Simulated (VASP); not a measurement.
# I (Fmmm) in VASP: notebook

Runs on I. Level: r2SCAN. Tasks: single point.

Everything below comes from runs of VASP 6.6.1. Logs are shortened: lines on timing, memory, paths and dates and some standing lists are left out, and cuts for length are marked.

## (1) The cell of the first run

It takes space group Fmmm (No. 69, orthorhombic). Conventional cell: a = 4.545 Å, b = 4.554 Å, c = 7.689 Å, α = 90.00°, β = 90.00°, γ = 90.00°. Within 4.2 Å of I (site symmetry mmm) lie 4 I at 3.22 Å.

## (2) Single point, r2SCAN (volume scaled by 0.97, then relaxed in part)

POSCAR reads:

```
I
1.0
    0.0000000000      2.2768744638      3.8445724297
    2.2726381293      0.0000000000      3.8445724297
    2.2726381293      2.2768744638      0.0000000000
I
1
Direct
    0.0000000000      0.0000000000      0.0000000000
```

INCAR.step1 reads:

```
SYSTEM = I
PREC = Accurate ; ENCUT = 520
ISMEAR = 0 ; SIGMA = 0.1
LREAL = .FALSE. ; LASPH = .TRUE.
NELM = 100 ; NBANDS = 10
GGA = PE ; ALGO = Normal
EDIFF = 1E-4 ; LWAVE = .TRUE.
LCHARG = .FALSE.
```

INCAR.step2 reads:

```
SYSTEM = I
PREC = Accurate ; ENCUT = 520
EDIFF = 1E-6 ; ISMEAR = 0
SIGMA = 0.1 ; LREAL = .FALSE.
LASPH = .TRUE. ; NELM = 100
ALGO = Normal ; ISIF = 2
LWAVE = .FALSE. ; LCHARG = .FALSE.
METAGGA = R2SCAN ; LMIXTAU = .TRUE.
NBANDS = 10 ; ISTART = 1
```

KPOINTS reads:

```
Automatic mesh
0
G
  14 14 14
  0 0 0
```

Potentials or basis: VASP PAW PBE potentials, release 64 (I).

Launch:

```sh
$ cat potpaw_PBE.64/I/POTCAR > POTCAR
$ cp INCAR.step1 INCAR
$ mpirun -np 1 vasp_std > vasp.out
$ cp INCAR.step2 INCAR
$ mpirun -np 1 vasp_std > vasp.out
```

OUTCAR:

```text
SYSTEM = I
   PREC = Accurate
   ENCUT = 520
   EDIFF = 1E-6
   ISMEAR = 0
   LREAL = .FALSE.
   LASPH = .TRUE.
   NELM = 100
   ISIF = 2
   METAGGA = R2SCAN
   ISTART = 1

 ion  position               nearest neighbor table
   1  0.000  0.000  0.000-

  LATTYP: Found a face centered orthorhombic cell.
 ALAT       =     4.5452762586
 B/A-ratio  =     1.0018640603
 C/A-ratio  =     1.6916782219

  Lattice vectors:

 A1 = (   0.0000000000,   2.2768744638,   3.8445724297)
 A2 = (   2.2726381293,   0.0000000000,   3.8445724297)
 A3 = (   2.2726381293,   2.2768744638,   0.0000000000)

Analysis of symmetry for initial positions (statically):
=====================================================================
 Subroutine PRICEL returns:
 Original cell was already a primitive cell.

 Routine SETGRP: Setting up the symmetry group for a
 face centered orthorhombic supercell.

 Subroutine GETGRP returns: Found  8 space group operations
 (whereof  8 operations were pure point group operations)
 out of a pool of  8 trial point group operations.

The static configuration has the point symmetry D_2h.

Analysis of symmetry for dynamics (positions and initial velocities):
=====================================================================
 Subroutine PRICEL returns:
 Original cell was already a primitive cell.

 Routine SETGRP: Setting up the symmetry group for a
 face centered orthorhombic supercell.

 Subroutine GETGRP returns: Found  8 space group operations
 (whereof  8 operations were pure point group operations)
 out of a pool of  8 trial point group operations.

The dynamic configuration has the point symmetry D_2h.

 Subroutine INISYM returns: Found  8 space group operations
 (whereof  8 operations are pure point group operations),
 and found     1 'primitive' translations

----------------------------------------------------------------------------------------

                                     Primitive cell

  volume of cell :      39.7876

  direct lattice vectors                    reciprocal lattice vectors
     0.000000000  2.276874464  3.844572430    -0.220008629  0.219599283  0.130053474
     2.272638129  0.000000000  3.844572430     0.220008629 -0.219599283  0.130053474
     2.272638129  2.276874464  0.000000000     0.220008629  0.219599283 -0.130053474

  length of vectors
     4.468209316  4.466052086  3.216992600     0.336959268  0.336959268  0.336959268

[... 77 lines left out ...]
   NELM   =    100;   NELMIN=  2; NELMDL=  0     # of ELM steps
   EDIFF  = 0.1E-05   stopping-criterion for ELM
   LREAL  =      F    real-space projection
   EDIFFG = 0.1E-04   stopping-criterion for IOM
   NSW    =      0    number of steps for IOM
   IBRION =     -1    ionic relax: 0-MD 1-quasi-New 2-CG
   NFREE  =      0    steps in history (QN), initial steepest desc. (CG)
   ISIF   =      2    stress and relaxation
   ISYM   =      2    0-nonsym 1-usesym 2-fastsym
   POTIM  = 0.5000    time-step for ionic-motion
   TEBEG  =    0.0;   TEEND  =   0.0 temperature during run
   PSTRESS=    0.0 pullay stress
   NELECT =       7.0000    total number of electrons
   NUPDOWN=      -1.0000    fix difference up-down
   EMIN   =  10.00;   EMAX   =-10.00  energy-range for DOS
   EFERMI =   0.00;   METHOD = LEGACY
   ISMEAR =     0;   SIGMA  =   0.10  broadening in eV -4-tet -1-fermi 0-gaus
   EFERMI_NEDOS =   21; number of points for ismear=-14 and -15
   IALGO  =     38    algorithm
   IMIX   =      4    mixing-type and parameters
     AMIX     =   0.40;   BMIX     =  1.00
     AMIX_MAG =   1.60;   BMIX_MAG =  1.00
  volume/ion in A,a.u.               =      39.79       268.50
  Fermi-wavevector in a.u.,A,eV,Ry     =   0.917329  1.733500 11.449196  0.841492
  Thomas-Fermi vector in A             =   2.042285
   LORBIT       =      0    0 simple, 1 ext, 2 COOP (PROOUT), +10 PAW based schemes
   METAGGA = R2SCAN    functional components
   LHFCALC =     F    Hartree Fock is set to
   AEXX    =    0.0000 exact exchange contribution
   IVDW    =     0    specifies the selected vdW correction
   LEPSILON=     F    determine dielectric tensor
   LRPA    =     F    only Hartree local field effects (RPA)
 non-spin polarized calculation
 Gauss-broadening in eV      SIGMA  =   0.10
  energy-cutoff  :      520.00
  volume of cell :       39.79
 maximum number of plane-waves:      1091
 NGX is ok and might be reduce to    36
   NGX = 17   NGY = 17   NGZ = 11

 number of electron       6.9999999 magnetization

 Free energy of the ion-electron system (eV)
  ---------------------------------------------------
  ext. energy  EPLUGINS =         0.00000000
  ---------------------------------------------------
  free energy    TOTEN  =       -24.41584591 eV

  energy without entropy =      -24.41364431  energy(sigma->0) =      -24.41474511

 E-fermi :   3.5767     XC(G=0):  -8.7717

 val. band max:        3.5687856055   @ k =   0.4286   0.0714   0.1429
 cond. band min:       3.5859413955   @ k =  -0.2143   0.1429   0.1429
 fundamental gap:      0.0171557900
 Fermi energy:         3.5767050917

 k-point     1 :       0.0000    0.0000    0.0000
  band No.  band energies     occupation
      1     -11.0030      2.00000
      2       1.4537      2.00000
      3       4.4483      0.00000
      4       4.4565      0.00000
      5       8.5724      0.00000
      6      11.3286      0.00000
      7      12.4359      0.00000
      8      16.2586      0.00000
      9      16.2668      0.00000
     10      16.5862      0.00000
[... 287 lines left out ...]
 k-point    24 :       0.2857    0.1429    0.0000
  band No.  band energies     occupation
      1     -10.6778      2.00000
      2       0.5542      2.00000
      3       2.6554      2.00000
      4       4.5204      0.00000
      5      10.7168      0.00000
      6      11.6716      0.00000
      7      13.6498      0.00000
      8      14.6281      0.00000
      9      17.3179      0.00000
     10      18.4574      0.00000

 [... further k-points ...]
[... 5 lines left out ...]
  --------------------------------------------------------------------------------------
  -------------------------------------------------------------------------------------
  Total        0.0694240      0.0681580      0.0799060      0.0000000      0.0000000      0.0000000
  in kB        2.7955873      2.7446060      3.2176769      0.0000000      0.0000000      0.0000000
  external PRESSURE =       2.9192901 kB  Pullay stress =       0.0000000 kB

 VOLUME and BASIS-vectors are now :
 -----------------------------------------------------------------------------
  energy-cutoff  :      520.00
  volume of cell :       39.79
      direct lattice vectors                 reciprocal lattice vectors
     0.000000000  2.276874464  3.844572430    -0.220008629  0.219599283  0.130053474
     2.272638129  0.000000000  3.844572430     0.220008629 -0.219599283  0.130053474
     2.272638129  2.276874464  0.000000000     0.220008629  0.219599283 -0.130053474

 POSITION                                       TOTAL-FORCE (eV/Angst)
 -----------------------------------------------------------------------------------
      0.00000      0.00000      0.00000        -0.000000      0.000000      0.000000
 -----------------------------------------------------------------------------------
    total drift:                                0.000000      0.000000     -0.000000

  FREE ENERGIE OF THE ION-ELECTRON SYSTEM (eV)
  ---------------------------------------------------
  free  energy   TOTEN  =       -24.4158459100 eV

  energy  without entropy=      -24.4136443098  energy(sigma->0) =      -24.41474511
```

OSZICAR.step1:

```text
N       E                     dE             d eps       ncg     rms          rms(c)
DAV:   1     0.206285279944E+02    0.20629E+02   -0.24021E+03  8560   0.486E+02
DAV:   2    -0.510465308327E+00   -0.21139E+02   -0.20442E+02 11084   0.833E+01
DAV:   3    -0.142337088351E+01   -0.91291E+00   -0.90619E+00 10566   0.176E+01
DAV:   4    -0.143239584719E+01   -0.90250E-02   -0.90230E-02 10826   0.215E+00
DAV:   5    -0.143252697789E+01   -0.13113E-03   -0.13113E-03 10690   0.235E-01    0.511E+00
DAV:   6    -0.141184042486E+01    0.20687E-01   -0.16952E-02  9636   0.624E-01    0.316E+00
DAV:   7    -0.140395114918E+01    0.78893E-02   -0.35471E-02  9374   0.924E-01    0.124E-01
DAV:   8    -0.140387495363E+01    0.76196E-04   -0.17526E-03  9408   0.252E-01    0.321E-02
DAV:   9    -0.140387902174E+01   -0.40681E-05   -0.21673E-05  6168   0.364E-02
   1 F= -.14038790E+01 E0= -.14027354E+01  d E =-.228733E-02
```

Run time: 5.5 min. Hardware: 1 thread of AMD EPYC 9R45 (Zen 5), shared host; peak memory 0.27 GiB.

Results:

| Item | Value |
| --- | --- |
| Free energy | -24.4158 eV |
| Pressure | 0.3 GPa |

Levels at points of the mesh, in eV from the Fermi level:
```
           k point  band 1  band 2  band 3  band 4  band 5  band 6  band 7  band 8
(0.00, 0.00, 0.00)  -14.58   -2.12    0.87    0.88    5.00    7.75    8.86   12.68
(0.50, 0.00, 0.00)  -12.99   -5.61   -1.98    1.80    5.05    9.86   11.41   12.14
(0.50, 0.50, 0.00)  -14.28   -4.45    0.61    0.62    7.17    7.76   11.71   15.78
(0.50, 0.00, 0.50)  -11.50   -4.49   -4.13   -0.82    4.16    6.41   10.50   11.21
(0.00, 0.50, 0.50)  -11.50   -4.48   -4.15   -0.83    4.16    6.39   10.52   11.22
```

Caveat: the cell differs from its parent crystal (volume scaled by 0.97, then relaxed in part); the PAW data sets were made with another functional, which shifts forces and pressure a little; spin-orbit coupling is left out, which moves the levels of the heavy elements; an odd number of electrons without spin polarisation forces a metal; a magnetic or distorted state may lie lower.

## (3) Single point, r2SCAN

This run uses another cell than the first one, of 41.02 Å³/atom, 1.031 times its volume.

POSCAR reads:

```
I
1.0
    0.0000000000      2.2832177691      3.9420039534
    2.2786692771      0.0000000000      3.9420039534
    2.2786692771      2.2832177691      0.0000000000
I
1
Direct
    0.0000000000      0.0000000000      0.0000000000
```

INCAR.step1 reads:

```
PREC     = Accurate       # precision mode
ENCUT    = 520            # plane-wave cutoff, eV
ISMEAR   = 0              # smearing method
SIGMA    = 0.1            # smearing width, eV
LREAL    = False          # projectors in reciprocal space
LASPH    = True           # aspherical terms in the spheres
NELM     = 100            # most SCF steps
NBANDS   = 10             # bands
GGA      = PE             # functional
ALGO     = Normal         # electronic algorithm
EDIFF    = 1E-4           # SCF threshold, eV
LWAVE    = True           # write WAVECAR
LCHARG   = False          # write CHGCAR
```

INCAR.step2 reads:

```
PREC     = Accurate       # precision mode
ENCUT    = 520            # plane-wave cutoff, eV
EDIFF    = 1E-7           # SCF threshold, eV
ISMEAR   = 0              # smearing method
SIGMA    = 0.1            # smearing width, eV
LREAL    = False          # projectors in reciprocal space
LASPH    = True           # aspherical terms in the spheres
NELM     = 100            # most SCF steps
ALGO     = Normal         # electronic algorithm
ISIF     = 2              # what is computed and relaxed
LWAVE    = False          # write WAVECAR
LCHARG   = False          # write CHGCAR
METAGGA  = R2SCAN         # meta-GGA
LMIXTAU  = True         
NBANDS   = 10             # bands
ISTART   = 1
```

KPOINTS reads:

```
Automatic mesh
0
Gamma
  14 14 14
```

Potentials or basis: VASP PAW PBE potentials, release 64 (I).

Launch:

```sh
$ cat potpaw_PBE.64/I/POTCAR > POTCAR
$ cp INCAR.step1 INCAR
$ mpirun -np 1 vasp_std > vasp.out
$ cp INCAR.step2 INCAR
$ mpirun -np 1 vasp_std > vasp.out
```

It took 4.2 min on 1 thread of Intel Xeon 6975P-C (Granite Rapids), shared host; peak memory 0.3 GiB.

Results (log left out):

* Free energy: -24.4170 eV
* Pressure: -0.1 GPa

Levels at points of the mesh, in eV from the Fermi level:
| k point | band 1 | band 2 | band 3 | band 4 | band 5 | band 6 | band 7 | band 8 | band 9 |
| --- | --- | --- | --- | --- | --- | --- | --- | --- | --- |
| (0.00, 0.00, 0.00) | -14.50 | -2.22 | 0.84 | 0.85 | 4.87 | 7.74 | 8.78 | 12.77 | 12.77 |
| (0.50, 0.00, 0.00) | -12.95 | -5.53 | -1.96 | 1.78 | 5.08 | 9.86 | 11.14 | 12.16 | 12.65 |
| (0.50, 0.50, 0.00) | -14.25 | -4.30 | 0.63 | 0.64 | 7.23 | 7.83 | 11.21 | 15.07 | 15.72 |
| (0.50, 0.00, 0.50) | -11.50 | -4.41 | -4.11 | -0.80 | 4.22 | 6.53 | 10.28 | 11.09 | 12.09 |
| (0.00, 0.50, 0.50) | -11.50 | -4.40 | -4.12 | -0.81 | 4.22 | 6.50 | 10.30 | 11.10 | 12.12 |

Caveat: the PAW data sets were made with another functional, which shifts forces and pressure a little; spin-orbit coupling is left out, which moves the levels of the heavy elements; an odd number of electrons without spin polarisation forces a metal; a magnetic or distorted state may lie lower.

## (4) Single point, r2SCAN

This run uses another cell than the first one, of 41.02 Å³/atom, 1.031 times its volume.

POSCAR is that of step 3.

INCAR.step1 reads:

```
PREC = Accurate
ENCUT = 520
ISMEAR = 0
SIGMA = 0.1
LREAL = F
LASPH = T
NELM = 100
NBANDS = 10
GGA = PE
ALGO = Normal
EDIFF = 1E-4
LWAVE = T
LCHARG = F
```

INCAR.step2 reads:

```
PREC = Accurate
ENCUT = 520
EDIFF = 1E-6
ISMEAR = 0
SIGMA = 0.1
LREAL = F
LASPH = T
NELM = 100
ALGO = Normal
ISIF = 2
LWAVE = F
LCHARG = F
METAGGA = R2SCAN
LMIXTAU = T
NBANDS = 10
ISTART = 1
```

KPOINTS reads:

```
regular mesh
0
Gamma
  14 14 14
```

Launch:

```sh
$ cat potpaw_PBE.64/I/POTCAR > POTCAR
$ cp INCAR.step1 INCAR
$ mpirun -np 1 vasp_std > vasp.out
$ cp INCAR.step2 INCAR
$ mpirun -np 1 vasp_std > vasp.out
```

It took 3.1 min on 1 thread of Intel Xeon 6975P-C (Granite Rapids), shared host; peak memory 0.3 GiB.

It converged, with:

```
Free energy : -24.4170 eV
Pressure    : 0.0 GPa
```

Levels at points of the mesh, in eV from the Fermi level:
| k point | band 2 | band 3 | band 4 | band 5 | band 6 | band 7 |
| --- | --- | --- | --- | --- | --- | --- |
| (0.00, 0.00, 0.00) | -2.22 | 0.84 | 0.85 | 4.87 | 7.74 | 8.78 |
| (0.50, 0.00, 0.00) | -5.53 | -1.96 | 1.78 | 5.08 | 9.86 | 11.14 |
| (0.50, 0.50, 0.00) | -4.30 | 0.63 | 0.64 | 7.23 | 7.83 | 11.20 |
| (0.50, 0.00, 0.50) | -4.41 | -4.11 | -0.80 | 4.22 | 6.53 | 10.28 |
| (0.00, 0.50, 0.50) | -4.40 | -4.12 | -0.80 | 4.22 | 6.50 | 10.30 |

Caveat: the PAW data sets were made with another functional, which shifts forces and pressure a little; spin-orbit coupling is left out, which moves the levels of the heavy elements; an odd number of electrons without spin polarisation forces a metal; a magnetic or distorted state may lie lower.

## (5) Single point, r2SCAN (volume scaled by 1.06, then relaxed in part)

POSCAR reads:

```
I
1.0
    0.0000000000      2.2920622307      4.1442394147
    2.2886549006      0.0000000000      4.1442394147
    2.2886549006      2.2920622307      0.0000000000
I
1
Direct
    0.0000000000      0.0000000000      0.0000000000
```

INCAR.step1 reads:

```
  PREC = Accurate
  ENCUT = 520
  ISMEAR = 0
  SIGMA = 0.1
  LREAL = F
  LASPH = T
  NELM = 100
  NBANDS = 10
  GGA = PE
  ALGO = Normal
  EDIFF = 1E-4
  LWAVE = T
  LCHARG = F
```

INCAR.step2 reads:

```
  PREC = Accurate
  ENCUT = 520
  EDIFF = 1E-6
  ISMEAR = 0
  SIGMA = 0.1
  LREAL = F
  LASPH = T
  NELM = 100
  ALGO = Normal
  ISIF = 2
  LWAVE = F
  LCHARG = F
  METAGGA = R2SCAN
  LMIXTAU = T
  NBANDS = 10
  ISTART = 1
```

KPOINTS is that of step 4.

Launch:

```sh
$ cat potpaw_PBE.64/I/POTCAR > POTCAR
$ cp INCAR.step1 INCAR
$ mpirun -np 1 vasp_std > vasp.out
$ cp INCAR.step2 INCAR
$ mpirun -np 1 vasp_std > vasp.out
```

Wall time 3.6 min (1 thread of Intel Xeon 6975P-C (Granite Rapids), shared host); peak memory 0.31 GiB.

Results (log left out):

```
Free energy : -24.4131 eV
Pressure    : -0.5 GPa
```

Levels at points of the mesh, in eV from the Fermi level:
```csv
k point,band 1,band 2,band 3,band 4,band 5,band 6,band 7,band 8
"(0.00, 0.00, 0.00)",-14.37,-2.41,0.80,0.80,4.65,7.71,8.65,12.93
"(0.50, 0.00, 0.00)",-12.90,-5.41,-1.93,1.74,5.15,9.85,10.62,11.87
"(0.50, 0.50, 0.00)",-14.21,-4.04,0.66,0.66,7.34,7.94,10.28,13.74
"(0.50, 0.00, 0.50)",-11.49,-4.29,-4.08,-0.76,4.32,6.74,9.88,10.89
"(0.00, 0.50, 0.50)",-11.49,-4.28,-4.09,-0.76,4.32,6.73,9.89,10.89
```

Caveat: the cell differs from its parent crystal (volume scaled by 1.06, then relaxed in part); the PAW data sets were made with another functional, which shifts forces and pressure a little; spin-orbit coupling is left out, which moves the levels of the heavy elements; an odd number of electrons without spin polarisation forces a metal; a magnetic or distorted state may lie lower.

## (6) Overview

| cell | gap on the mesh (eV) | pressure (GPa) |
| --- | --- | --- |
| a = 4.468, b = 4.466, c = 3.217 Å, angles 68.9, 68.9, 42.2°, 1 atom | none | 0.3 |
| a = 4.555, b = 4.553, c = 3.226 Å, angles 69.3, 69.2, 41.5°, 1 atom | none | 0.0 |
| a = 4.736, b = 4.734, c = 3.239 Å, angles 70.0, 70.0, 40.0°, 1 atom | none | -0.5 |

Alike in all rows: task single point; level r2SCAN; potentials or basis VASP PAW PBE potentials, release 64 (I); no spin polarisation; k mesh 14 × 14 × 14; cutoff (eV) 520; smearing gaussian 0.1 eV.

Caveats: the PAW data sets were made with another functional, which shifts forces and pressure a little; spin-orbit coupling is left out, which moves the levels of the heavy elements; an odd number of electrons without spin polarisation forces a metal; a magnetic or distorted state may lie lower.

Total energies depend on the potentials used, so only differences within one code and one set of settings carry meaning.
